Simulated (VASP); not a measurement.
# Mg2Si3N (P-6m2) in VASP: further runs, part 3 of 3

VASP 6.6.1. The steps go on from the part before.

## Step 5: Single point, PBE, collinear spin, ferromagnetic start

This run uses another cell than the first one, of 16.43 Å³/atom, 1.126 times its volume.

File INCAR:

```
  PREC = Accurate
  ENCUT = 520
  EDIFF = 1E-6
  ISMEAR = 0
  SIGMA = 0.1
  LREAL = False
  LASPH = True
  NELM = 150
  ALGO = Normal
  ISIF = 2
  LWAVE = False
  LCHARG = False
  ISPIN = 2
  MAGMOM = 0 0 0 0 0 1
  LORBIT = 11
  GGA = PE
  NBANDS = 24
```

File KPOINTS:

```
regular mesh
0
Gamma
  6 6 2
```

File POSCAR:

```
Mg2Si3N
1.0
    3.8152789958      0.0000000000      0.0000000000
   -1.9076394979      3.3041285329      0.0000000000
    0.0000000000      0.0000000000      7.8183405620
Mg Si N
2 3 1
Direct
    0.3333333333      0.6666666667      0.7275727528
    0.3333333333      0.6666666667      0.2724272472
    0.6666666667      0.3333333333      0.0000000000
    0.0000000000      0.0000000000      0.5000000000
    0.0000000000      0.0000000000      0.0000000000
    0.6666666667      0.3333333333      0.5000000000
```

Potentials or basis: VASP PAW PBE potentials, release 64 (Mg, Si, N).

Started as:

```console
$ cat potpaw_PBE.64/Mg/POTCAR potpaw_PBE.64/Si/POTCAR potpaw_PBE.64/N/POTCAR > POTCAR
$ mpirun -np 1 vasp_std > vasp.out
```

OUTCAR:

```text
PREC = Accurate
   ENCUT = 520
   EDIFF = 1E-6
   ISMEAR = 0
   LREAL = False
   LASPH = True
   NELM = 150
   ISIF = 2
   ISPIN = 2
   LORBIT = 11
   GGA = PE

 ion  position               nearest neighbor table
   1  0.333  0.667  0.728-   4 2.83   4 2.83   4 2.83   5 3.06   3 3.06   3 3.06   5 3.06   5 3.06
                             3 3.06   2 3.56
   2  0.333  0.667  0.272-   4 2.83   4 2.83   4 2.83   5 3.06   3 3.06   3 3.06   5 3.06   5 3.06
                             3 3.06   1 3.56
   3  0.667  0.333  0.000-   5 2.20   5 2.20   5 2.20   2 3.06   1 3.06   2 3.06   1 3.06   1 3.06
                             2 3.06
   4  0.000  0.000  0.500-   6 2.20   6 2.20   6 2.20   1 2.83   2 2.83   1 2.83   2 2.83   1 2.83
                             2 2.83
   5  0.000  0.000  0.000-   3 2.20   3 2.20   3 2.20   1 3.06   2 3.06   1 3.06   2 3.06   1 3.06
                             2 3.06
   6  0.667  0.333  0.500-   4 2.20   4 2.20   4 2.20

  LATTYP: Found a hexagonal cell.
 ALAT       =     3.8152789958
 C/A-ratio  =     2.0492185684

  Lattice vectors:

 A1 = (   3.8152789958,   0.0000000000,   0.0000000000)
 A2 = (  -1.9076394979,   3.3041285329,   0.0000000000)
 A3 = (   0.0000000000,   0.0000000000,   7.8183405620)

Analysis of symmetry for initial positions (statically):
=====================================================================
 Subroutine PRICEL returns:
 Original cell was already a primitive cell.

 Routine SETGRP: Setting up the symmetry group for a
 hexagonal supercell.

 Subroutine GETGRP returns: Found 12 space group operations
 (whereof 12 operations were pure point group operations)
 out of a pool of 24 trial point group operations.

The static configuration has the point symmetry D_3h.

Analysis of symmetry for dynamics (positions and initial velocities):
=====================================================================
 Subroutine PRICEL returns:
 Original cell was already a primitive cell.

 Routine SETGRP: Setting up the symmetry group for a
 hexagonal supercell.

 Subroutine GETGRP returns: Found 12 space group operations
 (whereof 12 operations were pure point group operations)
 out of a pool of 24 trial point group operations.

The dynamic configuration has the point symmetry D_3h.

Analysis of structural, dynamic, and magnetic symmetry:
=====================================================================
 Subroutine PRICEL returns:
 Original cell was already a primitive cell.

 Routine SETGRP: Setting up the symmetry group for a
 hexagonal supercell.

 Subroutine GETGRP returns: Found 12 space group operations
 (whereof 12 operations were pure point group operations)
 out of a pool of 24 trial point group operations.

The overall configuration has the point symmetry D_3h.

 Subroutine INISYM returns: Found 12 space group operations
 (whereof 12 operations are pure point group operations),
 and found     1 'primitive' translations

----------------------------------------------------------------------------------------

                                     Primitive cell

  volume of cell :      98.5593

  direct lattice vectors                    reciprocal lattice vectors
     3.815278996  0.000000000  0.000000000     0.262104030  0.151325832  0.000000000
    -1.907639498  3.304128533  0.000000000     0.000000000  0.302651664  0.000000000
     0.000000000  0.000000000  7.818340562     0.000000000  0.000000000  0.127904380

[... 89 lines left out ...]
   TEBEG  =    0.0;   TEEND  =   0.0 temperature during run
   PSTRESS=    0.0 pullay stress
   NELECT =      21.0000    total number of electrons
   NUPDOWN=      -1.0000    fix difference up-down
   EMIN   =  10.00;   EMAX   =-10.00  energy-range for DOS
   EFERMI =   0.00;   METHOD = LEGACY
   ISMEAR =     0;   SIGMA  =   0.10  broadening in eV -4-tet -1-fermi 0-gaus
   EFERMI_NEDOS =   21; number of points for ismear=-14 and -15
   IALGO  =     38    algorithm
   IMIX   =      4    mixing-type and parameters
     AMIX     =   0.40;   BMIX     =  1.00
     AMIX_MAG =   1.60;   BMIX_MAG =  1.00
  volume/ion in A,a.u.               =      16.43       110.85
  Fermi-wavevector in a.u.,A,eV,Ry     =   0.977797  1.847768 13.008350  0.956087
  Thomas-Fermi vector in A             =   2.108522
   LORBIT       =     11    0 simple, 1 ext, 2 COOP (PROOUT), +10 PAW based schemes
   GGA     = PE    functional components
   LHFCALC =     F    Hartree Fock is set to
   AEXX    =    0.0000 exact exchange contribution
   IVDW    =     0    specifies the selected vdW correction
   LEPSILON=     F    determine dielectric tensor
   LRPA    =     F    only Hartree local field effects (RPA)
 spin polarized calculation
 Gauss-broadening in eV      SIGMA  =   0.10
  energy-cutoff  :      520.00
  volume of cell :       98.56
 maximum number of plane-waves:      2675
   NGX = 15   NGY = 15   NGZ = 29

 number of electron      20.9999999 magnetization      -0.0002389

 number of electron      20.9999999 magnetization       0.0006564

 Free energy of the ion-electron system (eV)
  ---------------------------------------------------
  ext. energy  EPLUGINS =         0.00000000
  ---------------------------------------------------
  free energy    TOTEN  =       -24.94371267 eV

  energy without entropy =      -24.93244091  energy(sigma->0) =      -24.93807679

 E-fermi :   6.3313     XC(G=0):  -9.8540

 val. band max:        6.3096502654   @ k =   0.1667   0.0000   0.5000
 cond. band min:       6.4108281366   @ k =   0.1667   0.1667   0.5000
 fundamental gap:      0.1011778712
 Fermi energy:         6.3312654843

 spin component 1

 k-point     1 :       0.0000    0.0000    0.0000
  band No.  band energies     occupation
      1      -9.1480      1.00000
      2      -6.5185      1.00000
      3      -0.7474      1.00000
      4       0.7854      1.00000
      5       2.2931      1.00000
      6       2.2931      1.00000
[... 339 lines left out ...]
     21      13.8085      0.00000
     22      14.0005      0.00000
 Fermi energy:         6.3312654843

 spin component 2

 k-point     1 :       0.0000    0.0000    0.0000
  band No.  band energies     occupation
      1      -9.1479      1.00000
      2      -6.5186      1.00000
      3      -0.7473      1.00000
      4       0.7856      1.00000
      5       2.2932      1.00000
      6       2.2932      1.00000
[... 339 lines left out ...]
     21      13.8088      0.00000
     22      14.0008      0.00000
 [bands above 22 left out]

------------------------ aborting loop because EDIFF is reached ----------------------------------------

  FORCE on cell =-STRESS in cart. coord.  units (eV):
  Direction    XX          YY          ZZ          XY          YZ          ZX
  --------------------------------------------------------------------------------------
  -------------------------------------------------------------------------------------
  Total        0.7240595      0.7240595     -0.9385934      0.0000000      0.0000000     -0.0000000
  in kB       11.7702859     11.7702859    -15.2577425      0.0000000      0.0000000     -0.0000000
  external PRESSURE =       2.7609431 kB  Pullay stress =       0.0000000 kB

 VOLUME and BASIS-vectors are now :
 -----------------------------------------------------------------------------
  energy-cutoff  :      520.00
  volume of cell :       98.56
      direct lattice vectors                 reciprocal lattice vectors
     3.815278996  0.000000000  0.000000000     0.262104030  0.151325832  0.000000000
    -1.907639498  3.304128533  0.000000000     0.000000000  0.302651664  0.000000000
     0.000000000  0.000000000  7.818340562     0.000000000  0.000000000  0.127904380

 POSITION                                       TOTAL-FORCE (eV/Angst)
 -----------------------------------------------------------------------------------
     -0.00000      2.20275      5.68841        -0.000000      0.000000      0.105584
     -0.00000      2.20275      2.12993        -0.000000      0.000000     -0.105584
      1.90764      1.10138      0.00000         0.000000     -0.000000     -0.000000
      0.00000      0.00000      3.90917         0.000000     -0.000000     -0.000000
      0.00000      0.00000      0.00000         0.000000     -0.000000     -0.000000
      1.90764      1.10138      3.90917        -0.000000     -0.000000     -0.000000
 -----------------------------------------------------------------------------------
    total drift:                               -0.000000      0.000000      0.000000

  FREE ENERGIE OF THE ION-ELECTRON SYSTEM (eV)
  ---------------------------------------------------
  free  energy   TOTEN  =       -24.9437126714 eV

  energy  without entropy=      -24.9324409131  energy(sigma->0) =      -24.93807679

 total charge

# of ion       s       p       d       tot
------------------------------------------
    1        0.174   0.103   0.026   0.303
    2        0.174   0.103   0.026   0.303
    3        0.774   0.975   0.000   1.750
    4        0.826   0.706   0.000   1.532
    5        0.785   0.931   0.000   1.717
    6        1.345   2.145   0.000   3.490
--------------------------------------------------
tot          4.079   4.964   0.052   9.094

 magnetization (x)

# of ion       s       p       d       tot
------------------------------------------
    1        0.000   0.000   0.000   0.000
    2        0.000   0.000   0.000   0.000
    3       -0.000  -0.000   0.000  -0.000
    4        0.000   0.000   0.000   0.000
    5        0.000   0.000   0.000   0.000
    6        0.000  -0.000   0.000  -0.000
--------------------------------------------------
tot          0.000  -0.000   0.000   0.000
```

It took 56 s on 1 thread of Intel Xeon Platinum 8488C (Sapphire Rapids), shared host; peak memory 0.25 GiB.

Results:

```yaml
Free_energy: -24.9437 eV
Pressure: 0.3 GPa
Largest_force: 0.106 eV/Å
Net_moment: 0.00 μB per cell
Valence_electrons_inside_the_program's_atomic_spheres: Mg 0.30; Si 1.75, 1.53, 1.72; N 3.49
```

Forces on the atoms (eV/Å):
```
Mg   0.000  0.000  0.106
Mg   0.000  0.000 -0.106
Si   0.000  0.000  0.000
Si   0.000  0.000  0.000
Si   0.000  0.000  0.000
N    0.000  0.000  0.000
```

Caveat: the k points lie up to 0.40 Å⁻¹ apart.

## Step 6: Overview

```csv
spin,cell,k mesh,gap on the mesh (eV),pressure (GPa),largest force (eV/Å)
off,"a = 3.713, b = 3.713, c = 7.329 Å, angles 90.0, 90.0, 120.0°, 6 atoms",6 × 6 × 4,none,10.9,0.86
off,"a = 3.815, b = 3.815, c = 7.818 Å, angles 90.0, 90.0, 120.0°, 6 atoms",6 × 6 × 4,none,0.2,0.01
off,"a = 3.848, b = 3.848, c = 7.659 Å, angles 90.0, 90.0, 120.0°, 6 atoms",12 × 12 × 6,none,-0.2,-
"collinear, ferromagnetic start","a = 3.815, b = 3.815, c = 7.818 Å, angles 90.0, 90.0, 120.0°, 6 atoms",6 × 6 × 2,none,0.3,0.11
```

Alike in all rows: task single point; level PBE; potentials or basis VASP PAW PBE potentials, release 64 (Mg, Si, N); cutoff (eV) 520; smearing gaussian 0.1 eV.

Caveats: some runs use coarse meshes.

Total energies depend on the potentials used, so only differences within one code and one set of settings carry meaning.
